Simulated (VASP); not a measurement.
# TiFe (Pm-3m) in VASP: single point with LDA

Aim: the single point of TiFe with LDA.

All numbers are computed with VASP 6.6.1; they aren't measurements. Logs are shortened: lines on timing, memory, paths and dates and some standing lists are left out, and cuts for length are marked.

### Step 1. The cell of the first run

The structure is cubic, space group Pm-3m (No. 221). The conventional cell has a = 2.976 Å, b = 2.976 Å, c = 2.976 Å, α = 90.00°, β = 90.00°, γ = 90.00°. Within 3.4 Å of Ti (site symmetry m-3m) lie 8 Fe at 2.58 Å and 6 Ti at 2.98 Å. Within 3.4 Å of Fe (site symmetry m-3m) lie 8 Ti at 2.58 Å and 6 Fe at 2.98 Å.

### Step 2. Single point, LDA, collinear spin, ferromagnetic start

INCAR

```
PREC = Accurate ; ENCUT = 520
EDIFF = 1E-6 ; ISMEAR = -1
SIGMA = 0.1 ; LREAL = F
LASPH = T ; NELM = 150
ALGO = Normal ; ISIF = 2
LWAVE = F ; LCHARG = F
ISPIN = 2 ; MAGMOM = 0 2.4
LORBIT = 11 ; LMAXMIX = 4
NBANDS = 21
```

KPOINTS

```
Automatic mesh
0
Gamma
  11 11 11
```

POSCAR

```
TiFe
1.0
    2.9760000000      0.0000000000      0.0000000000
    0.0000000000      2.9760000000      0.0000000000
    0.0000000000      0.0000000000      2.9760000000
Ti Fe
1 1
Direct
    0.5000000000      0.5000000000      0.5000000000
    0.0000000000      0.0000000000      0.0000000000
```

Potentials or basis: VASP PAW LDA potentials, release 64 (Ti_sv, Fe).

Command:

```
$ cat potpaw_LDA.64/Ti_sv/POTCAR potpaw_LDA.64/Fe/POTCAR > POTCAR
$ mpirun -np 1 vasp_std > vasp.out
```

OUTCAR:

```text
PREC = Accurate
   ENCUT = 520
   EDIFF = 1E-6
   ISMEAR = -1
   LREAL = F
   LASPH = T
   NELM = 150
   ISIF = 2
   ISPIN = 2
   LORBIT = 11

 ion  position               nearest neighbor table
   1  0.500  0.500  0.500-   2 2.58   2 2.58   2 2.58   2 2.58   2 2.58   2 2.58   2 2.58   2 2.58

   2  0.000  0.000  0.000-   1 2.58   1 2.58   1 2.58   1 2.58   1 2.58   1 2.58   1 2.58   1 2.58

  LATTYP: Found a simple cubic cell.
 ALAT       =     2.9760000000

  Lattice vectors:

 A1 = (   2.9760000000,   0.0000000000,   0.0000000000)
 A2 = (   0.0000000000,   2.9760000000,   0.0000000000)
 A3 = (   0.0000000000,   0.0000000000,   2.9760000000)

Analysis of symmetry for initial positions (statically):
=====================================================================
 Subroutine PRICEL returns:
 Original cell was already a primitive cell.

 Routine SETGRP: Setting up the symmetry group for a
 simple cubic supercell.

 Subroutine GETGRP returns: Found 48 space group operations
 (whereof 48 operations were pure point group operations)
 out of a pool of 48 trial point group operations.

The static configuration has the point symmetry O_h .

Analysis of symmetry for dynamics (positions and initial velocities):
=====================================================================
 Subroutine PRICEL returns:
 Original cell was already a primitive cell.

 Routine SETGRP: Setting up the symmetry group for a
 simple cubic supercell.

 Subroutine GETGRP returns: Found 48 space group operations
 (whereof 48 operations were pure point group operations)
 out of a pool of 48 trial point group operations.

The dynamic configuration has the point symmetry O_h .

Analysis of structural, dynamic, and magnetic symmetry:
=====================================================================
 Subroutine PRICEL returns:
 Original cell was already a primitive cell.

 Routine SETGRP: Setting up the symmetry group for a
 simple cubic supercell.

 Subroutine GETGRP returns: Found 48 space group operations
 (whereof 48 operations were pure point group operations)
 out of a pool of 48 trial point group operations.

The overall configuration has the point symmetry O_h .

 Subroutine INISYM returns: Found 48 space group operations
 (whereof 48 operations are pure point group operations),
 and found     1 'primitive' translations

----------------------------------------------------------------------------------------

                                     Primitive cell

  volume of cell :      26.3572

  direct lattice vectors                    reciprocal lattice vectors
     2.976000000  0.000000000  0.000000000     0.336021505  0.000000000  0.000000000
     0.000000000  2.976000000  0.000000000     0.000000000  0.336021505  0.000000000
     0.000000000  0.000000000  2.976000000     0.000000000  0.000000000  0.336021505

  length of vectors
     2.976000000  2.976000000  2.976000000     0.336021505  0.336021505  0.336021505

  position of ions in fractional coordinates (direct lattice)
     0.500000000  0.500000000  0.500000000
     0.000000000  0.000000000  0.000000000

  ion indices of the primitive-cell ions
   primitive index   ion index
                 1           1
                 2           2

----------------------------------------------------------------------------------------

 KPOINTS: Automatic mesh

Automatic generation of k-mesh.
 Grid dimensions read from file:
 generate k-points for:   11   11   11

 Generating k-lattice:

  Cartesian coordinates                     Fractional coordinates (reciprocal lattice)
     0.030547410  0.000000000  0.000000000     0.090909091  0.000000000  0.000000000
     0.000000000  0.030547410  0.000000000     0.000000000  0.090909091  0.000000000
     0.000000000  0.000000000  0.030547410     0.000000000  0.000000000  0.090909091

  Length of vectors
     0.030547410  0.030547410  0.030547410

  Shift w.r.t. Gamma in fractional coordinates (k-lattice)
     0.000000000  0.000000000  0.000000000

 Subroutine IBZKPT returns following result:
 ===========================================

 Found     56 irreducible k-points:

 Following reciprocal coordinates:
            Coordinates               Weight
  0.000000  0.000000  0.000000      1.000000
  0.090909  0.000000  0.000000      6.000000
  0.181818  0.000000  0.000000      6.000000
  0.272727  0.000000  0.000000      6.000000
  0.363636  0.000000  0.000000      6.000000
  0.454545  0.000000  0.000000      6.000000
[... 16 lines left out ...]
  0.181818  0.090909  0.090909     24.000000
  0.272727  0.090909  0.090909     24.000000
 [... further k-points ...]
   k-points           NKPTS =     56   k-points in BZ     NKDIM =     56   number of bands    NBANDS=     21
   number of dos      NEDOS =    301   number of ions     NIONS =      2
   total plane-waves  NPLWV =  13824
   dimension x,y,z NGX =    24 NGY =   24 NGZ =   24
   dimension x,y,z NGXF=    48 NGYF=   48 NGZF=   48
   ions per type =               1   1
   NGX,Y,Z   is equivalent  to a cutoff of  13.41, 13.41, 13.41 a.u.
   NGXF,Y,Z  is equivalent  to a cutoff of  26.81, 26.81, 26.81 a.u.
 SYSTEM =  unknown system
   PREC   = accura    normal or accurate (medium, high low for compatibility)
   ISTART =      0    job   : 0-new  1-cont  2-samecut
   ICHARG =      2    charge: 1-file 2-atom 10-const
   ISPIN  =      2    spin polarized calculation?
   LNONCOLLINEAR =      F non collinear calculations
   LSORBIT =      F    spin-orbit coupling
   LASPH  =      T    aspherical Exc in radial PAW
   ENCUT  =  520.0 eV  38.22 Ry    6.18 a.u.   5.53  5.53  5.53*2*pi/ulx,y,z
   NELM   =    150;   NELMIN=  2; NELMDL= -5     # of ELM steps
   EDIFF  = 0.1E-05   stopping-criterion for ELM
   LREAL  =      F    real-space projection
   EDIFFG = 0.1E-04   stopping-criterion for IOM
   NSW    =      0    number of steps for IOM
   IBRION =     -1    ionic relax: 0-MD 1-quasi-New 2-CG
   NFREE  =      0    steps in history (QN), initial steepest desc. (CG)
   ISIF   =      2    stress and relaxation
   ISYM   =      2    0-nonsym 1-usesym 2-fastsym
   POTIM  = 0.5000    time-step for ionic-motion
   TEBEG  =    0.0;   TEEND  =   0.0 temperature during run
   PSTRESS=    0.0 pullay stress
   NELECT =      20.0000    total number of electrons
   NUPDOWN=      -1.0000    fix difference up-down
   EMIN   =  10.00;   EMAX   =-10.00  energy-range for DOS
   EFERMI =   0.00;   METHOD = LEGACY
   ISMEAR =    -1;   SIGMA  =   0.10  broadening in eV -4-tet -1-fermi 0-gaus
   EFERMI_NEDOS =   21; number of points for ismear=-14 and -15
   IALGO  =     38    algorithm
   IMIX   =      4    mixing-type and parameters
     AMIX     =   0.40;   BMIX     =  1.00
     AMIX_MAG =   1.60;   BMIX_MAG =  1.00
  volume/ion in A,a.u.               =      13.18        88.93
  Fermi-wavevector in a.u.,A,eV,Ry     =   1.493202  2.821743 30.336261  2.229652
  Thomas-Fermi vector in A             =   2.605633
   LORBIT       =     11    0 simple, 1 ext, 2 COOP (PROOUT), +10 PAW based schemes
   GGA     = CA    functional components
   LHFCALC =     F    Hartree Fock is set to
   AEXX    =    0.0000 exact exchange contribution
   IVDW    =     0    specifies the selected vdW correction
   LEPSILON=     F    determine dielectric tensor
   LRPA    =     F    only Hartree local field effects (RPA)
 spin polarized calculation
  energy-cutoff  :      520.00
  volume of cell :       26.36
 maximum number of plane-waves:       739
 NGX is ok and might be reduce to    24
   NGX = 11   NGY = 11   NGZ = 11

 number of electron      19.9999999 magnetization       0.0456418

 number of electron      19.9999999 magnetization      -0.0004859

 Free energy of the ion-electron system (eV)
  ---------------------------------------------------
  ext. energy  EPLUGINS =         0.00000000
  ---------------------------------------------------
  free energy    TOTEN  =       -18.79200303 eV

  energy without entropy =      -18.76473067  energy(sigma->0) =      -18.77836685

 E-fermi :   7.9245     XC(G=0): -12.9296

 val. band max:        7.8752372280   @ k =   0.3636   0.0000   0.0000
 cond. band min:       8.0214452638   @ k =   0.4545   0.0909   0.0909
 fundamental gap:      0.1462080359
 Fermi energy:         7.9244698315

 spin component 1

 k-point     1 :       0.0000    0.0000    0.0000
  band No.  band energies     occupation
      1     -48.2471      1.00000
      2     -24.7184      1.00000
      3     -24.7184      1.00000
      4     -24.7184      1.00000
      5       0.6943      1.00000
      6       4.3657      1.00000
[... 13 lines left out ...]
     20      24.1219      0.00000
     21      28.4438      0.00000
[... 529 lines left out ...]
 k-point    24 :       0.2727    0.0909    0.0909
  band No.  band energies     occupation
      1     -48.2215      1.00000
      2     -24.8983      1.00000
      3     -24.7290      1.00000
      4     -24.7274      1.00000
      5       2.3742      1.00000
      6       5.0734      1.00000
[... 13 lines left out ...]
     20      26.3570      0.00000
     21      26.6545      0.00000

 [... further k-points ...]

 spin component 2

 k-point     1 :       0.0000    0.0000    0.0000
  band No.  band energies     occupation
      1     -48.2465      1.00000
      2     -24.7178      1.00000
      3     -24.7178      1.00000
      4     -24.7178      1.00000
      5       0.6947      1.00000
      6       4.3655      1.00000
[... 13 lines left out ...]
     20      24.1220      0.00000
     21      28.4441      0.00000
[... 529 lines left out ...]
 k-point    24 :       0.2727    0.0909    0.0909
  band No.  band energies     occupation
      1     -48.2209      1.00000
      2     -24.8977      1.00000
      3     -24.7284      1.00000
      4     -24.7268      1.00000
      5       2.3745      1.00000
      6       5.0732      1.00000
[... 13 lines left out ...]
     20      26.3572      0.00000
     21      26.6550      0.00000

 [... further k-points ...]

------------------------ aborting loop because EDIFF is reached ----------------------------------------

  FORCE on cell =-STRESS in cart. coord.  units (eV):
  Direction    XX          YY          ZZ          XY          YZ          ZX
  --------------------------------------------------------------------------------------
  -------------------------------------------------------------------------------------
  Total       -2.8550488     -2.8550488     -2.8550488     -0.0000000      0.0000000     -0.0000000
  in kB     -173.5502862   -173.5502862   -173.5502862     -0.0000000      0.0000000     -0.0000000
  external PRESSURE =    -173.5502862 kB  Pullay stress =       0.0000000 kB

 VOLUME and BASIS-vectors are now :
 -----------------------------------------------------------------------------
  energy-cutoff  :      520.00
  volume of cell :       26.36
      direct lattice vectors                 reciprocal lattice vectors
     2.976000000  0.000000000  0.000000000     0.336021505  0.000000000  0.000000000
     0.000000000  2.976000000  0.000000000     0.000000000  0.336021505  0.000000000
     0.000000000  0.000000000  2.976000000     0.000000000  0.000000000  0.336021505

 POSITION                                       TOTAL-FORCE (eV/Angst)
 -----------------------------------------------------------------------------------
      1.48800      1.48800      1.48800         0.000000      0.000000      0.000000
      0.00000      0.00000      0.00000         0.000000      0.000000      0.000000
 -----------------------------------------------------------------------------------
    total drift:                                0.000000      0.000000     -0.000000

  FREE ENERGIE OF THE ION-ELECTRON SYSTEM (eV)
  ---------------------------------------------------
  free  energy   TOTEN  =       -18.7920030341 eV

  energy  without entropy=      -18.7647306720  energy(sigma->0) =      -18.77836685

 total charge

# of ion       s       p       d       tot
------------------------------------------
    1        2.260   6.190   1.900  10.350
    2        0.504   0.463   6.382   7.349
--------------------------------------------------
tot          2.764   6.653   8.282  17.699

 magnetization (x)

# of ion       s       p       d       tot
------------------------------------------
    1        0.000   0.000   0.001   0.001
    2        0.000   0.000  -0.001  -0.001
--------------------------------------------------
tot          0.000   0.000  -0.000  -0.000
```

Run time: 94 s. Hardware: 1 thread of AMD EPYC 7R13, shared host; peak memory 0.14 GiB.

Results:

* Free energy: -18.7920 eV
* Pressure: -17.4 GPa
* Band gap on the k mesh: zero (filled and empty bands overlap)
* Net moment: 0.00 μB per cell
* Valence electrons inside the program's atomic spheres: Ti 10.35; Fe 7.35

Levels at points of the mesh, in eV from the Fermi level:
Spin up:
| k point | band 8 | band 9 | band 10 | band 11 | band 12 | band 13 |
| --- | --- | --- | --- | --- | --- | --- |
| (0.00, 0.00, 0.00) | -0.87 | -0.87 | -0.87 | 1.28 | 1.28 | 3.16 |
Spin down:
| k point | band 8 | band 9 | band 10 | band 11 | band 12 | band 13 |
| --- | --- | --- | --- | --- | --- | --- |
| (0.00, 0.00, 0.00) | -0.87 | -0.87 | -0.87 | 1.28 | 1.28 | 3.16 |

Caveat: the cell stands under tension.
